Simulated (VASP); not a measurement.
Write the native input for VASP 6.6.1 that does the following.

```yaml
Task: single point
Functional: RPBE
Dispersion: D3(BJ)
Potentials_or_basis: VASP PAW PBE potentials, release 64 (Ta_pv)
Cutoff: 520 eV
k_mesh: 11 × 11 × 5
Occupations: methfessel-paxton, width 0.2 eV
Spin: no spin polarisation
Dipole_correction: no
Further_INCAR_settings: ALGO = Normal; EDIFF = 1e-06; NBANDS = 18
```

The structure of Ta lies in POSCAR:

```
Ta
1.0
    2.8411641924      0.0000000000      0.0000000000
   -1.4205820962      2.4605203670      0.0000000000
    0.0000000000      0.0000000000      5.0608102442
Ta
2
Direct
    0.3333333333      0.6666666667      0.2500000000
    0.6666666667      0.3333333333      0.7500000000
```

This cell differs from its parent crystal: volume scaled by 0.94.

The input as run:

INCAR

```
PREC     = Accurate       # precision mode
ENCUT    = 520            # plane-wave cutoff, eV
EDIFF    = 1E-6           # SCF threshold, eV
ISMEAR   = 1              # smearing method
SIGMA    = 0.2            # smearing width, eV
LREAL    = F              # projectors in reciprocal space
LASPH    = T              # aspherical terms in the spheres
NELM     = 60             # most SCF steps
ALGO     = Normal         # electronic algorithm
ISIF     = 2              # what is computed and relaxed
LWAVE    = F              # write WAVECAR
LCHARG   = T              # write CHGCAR
GGA      = RP             # functional
IVDW     = 12             # dispersion correction
LELF     = T              # ELF
LVHAR    = T            
NBANDS   = 18             # bands
```

KPOINTS

```
regular mesh
0
Gamma
  11 11 5
```

Potentials or basis: VASP PAW PBE potentials, release 64 (Ta_pv).

Launch:

```console
$ cat potpaw_PBE.64/Ta_pv/POTCAR > POTCAR
$ mpirun -np 1 vasp_std > vasp.out
```

Results of the run:

```json
{
 "Pressure": "-29.0 GPa",
 "Band gap on the k mesh": "zero (band 11 reaches 7.23 eV, above the bottom of band 12 at 5.59 eV)",
 "Dispersion energy per atom": "-4.888 eV"
}
```

Caveat: the PAW data sets were made with another functional, which shifts forces and pressure a little; spin-orbit coupling is left out, which moves the levels of the heavy elements; pairwise dispersion overbinds metals, which lowers pressure and volume.

It took 42 s on 1 thread of AMD EPYC 7R13, on a shared host, peak memory 0.15 GiB.
